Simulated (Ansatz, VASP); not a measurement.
# GaN: VASP beside Ansatz

File INCAR:

```
PREC = Accurate
ENCUT = 520
EDIFF = 1E-7
ISMEAR = 0
SIGMA = 0.01
LREAL = F
LASPH = T
NELM = 80
ALGO = Normal
ISIF = 2
LWAVE = F
LCHARG = F
NBANDS = 26
```

KPOINTS

```
regular mesh
0
Gamma
  6 6 4
```

The input POSCAR:

```
GaN
1.0
    3.1800000000      0.0000000000      0.0000000000
   -1.5900000000      2.7539607800      0.0000000000
    0.0000000000      0.0000000000      5.1660000000
Ga N
2 2
Direct
    0.3333333345      0.6666666691      0.0000000000
    0.6666666673      0.3333333345      0.5000000000
    0.3333333345      0.6666666691      0.3750000000
    0.6666666673      0.3333333345      0.8750000000
```

Input for Ansatz:

```yaml
crystal:
  lattice:
    - [3.18, 0.0, 0.0]
    - [-1.59, 2.75396078, 0.0]
    - [0.0, 0.0, 5.166]
  atoms:
    - { symbol: Ga, position: [0.3333333345437113, 0.6666666690874226, 0.0] }
    - { symbol: Ga, position: [0.6666666672718556, 0.3333333345437113, 0.5] }
    - { symbol: "N", position: [0.3333333345437113, 0.6666666690874226, 0.37499999999999994] }
    - { symbol: "N", position: [0.6666666672718556, 0.3333333345437113, 0.8749999999999999] }
kpoints:
  mp_grid:
    grid: [6, 6, 4]
hamiltonian:
  xc: lda
  pseudopotentials:
    kind: all_electron
    lapw: {}
scf:
  occupations:
    method: fixed
output:
  forces: true
  stress: true
  eigenvalues: true
```

Alike in both runs: task single point; functional LDA; k mesh 6 × 6 × 4; no spin polarisation.

```csv
,VASP,Ansatz
version,VASP 6.6.1,Ansatz 0.2.0
potentials or method,"VASP PAW LDA potentials, release 64 (Ga_d, N), cutoff 520 eV",all-electron (LAPW or listed datasets)
occupations,"gaussian, width 0.01 eV",fixed
```

```csv
,VASP,Ansatz,Ansatz less VASP
gap on the k mesh at the Fermi level (eV),1.99,1.98,-0.011
pressure (GPa),-3.5,-4.3,-0.83
"traceless stress, the component that is largest in VASP (GPa)",1.41,1.38,-0.024
rms of the force components (eV/Å),0.074,0.073,-0.0009
```

LDA's correlation is that of Perdew and Zunger in VASP and of Perdew and Wang (1992) in Ansatz. Atom by atom the forces differ by 0.001 eV/Å (rms over components). Ansatz ran all-electron here, and VASP with PAW potentials.
